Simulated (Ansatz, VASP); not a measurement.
## TaS2: VASP beside Ansatz

```
Ta S
1.0
     3.35000    0.00000    0.00000
    -1.67500    2.90119    0.00000
     0.00000    0.00000    5.68420
Ta S
1 2
Direct
  0.00000 0.00000 0.00000
  0.33333 0.66667 0.25000
  0.66667 0.33333 0.75000
```

Change from the starting cell: zz strain of -3 %.

Alike in both runs: task single point; functional LDA; k mesh 9 × 9 × 5; occupations fermi-dirac, width 0.03 eV; no spin polarisation.

|  | VASP | Ansatz |
| --- | --- | --- |
| version | VASP 6.6.1 | Ansatz 0.2.0 |
| potentials or method | VASP PAW LDA potentials, release 64 (Ta_pv, S), cutoff 500 eV | all-electron LAPW, scalar-relativistic |

VASP gave:

```
pressure (GPa)                                                : 6.4
traceless stress, the component that is largest in VASP (GPa) : 5.30
rms of the force components (eV/Å)                            : 0.735
```

Question: Which values does Ansatz return?

Answer: Pressure (GPa): 6.0; traceless stress, the component that is largest in VASP (GPa): 5.26; rms of the force components (eV/Å): 0.705.

LDA's correlation is that of Perdew and Zunger in VASP and of Perdew and Wang (1992) in Ansatz. Atom by atom the forces differ by 0.030 eV/Å (rms over components). Ansatz ran all-electron here, and VASP with PAW potentials.

Spin-orbit coupling is off throughout.
